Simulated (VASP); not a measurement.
Here is a VASP 6.6.1 calculation.

INCAR

```
  PREC = Accurate
  ENCUT = 520
  EDIFF = 1E-7
  ISMEAR = -1
  SIGMA = 0.1
  LREAL = F
  LASPH = T
  NELM = 60
  ALGO = Normal
  ISIF = 2
  LWAVE = F
  LCHARG = F
  GGA = PS
  NBANDS = 10
```

File KPOINTS:

```
Automatic mesh
0
Gamma
  9 9 9
```

POSCAR

```
K
1.0
    0.0000000000      3.1542336100      3.1542336100
    3.1542336100      0.0000000000      3.1542336100
    3.1542336100      3.1542336100      0.0000000000
K
1
Direct
    0.0000000000      0.0000000000      0.0000000000
```

Potentials or basis: VASP PAW PBE potentials, release 64 (K_sv).

Command:

```sh
$ cat potpaw_PBE.64/K_sv/POTCAR > POTCAR
$ mpirun -np 1 vasp_std > vasp.out
```

Problem. What does it give for the pressure?

Solution. 0.6 GPa.

Problem. Predict the band gap on the k mesh.

Solution. Zero (an odd number of electrons rules out a gap without spin polarisation).

Caveat: the PAW data sets were made with another functional, which shifts forces and pressure a little.
